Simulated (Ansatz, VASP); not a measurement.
# Ga2Sb2CO in VASP and in Ansatz

```
Sb Ga O C
1.0
     4.33438    0.00000    0.00000
    -2.16719    3.75368    0.00000
     0.00000    0.00000   23.61974
Sb Ga O C
2 2 1 1
Direct
  0.00000 0.00000 0.16935
  0.33333 0.66667 0.32597
  0.33333 0.66667 0.20681
  0.66667 0.33333 0.35859
  0.11111 0.55556 0.50253
  0.11111 0.55556 0.55122
```

Alike in both runs: task single point; functional PBE; dispersion D3(BJ); k mesh 6 × 6 × 1; occupations gaussian, width 0.1 eV; no spin polarisation.

|  | VASP | Ansatz |
| --- | --- | --- |
| version | VASP 6.6.1 | Ansatz 0.2.0 |
| potentials or method | VASP PAW PBE potentials, release 64 (Sb, Ga_d, O, C), cutoff 520 eV | scalar-relativistic, plane waves, PAW |
| valence electrons in the cell | 46 | 66 |

|  | VASP | Ansatz | Ansatz less VASP |
| --- | --- | --- | --- |
| gap on the k mesh at the Fermi level (eV) | 0.04 | 0.03 | -0.004 |
| least direct gap on the mesh (eV) | 0.15 | 0.15 | +0.005 |
| rms of the force components (eV/Å) | 0.237 | 0.505 | +0.2684 |

One of these differences is far larger than is usual between the two programs; its cause wasn't traced. VASP's potentials hold 46 valence electrons a cell and Ansatz's 66, so a difference there can come from the potentials and not from the codes. Ansatz's warnings: xc potential rough in thin density.

Spin-orbit coupling is off throughout. Noted on VASP's run: the standard files for N, O and F lose accuracy on very short bonds.
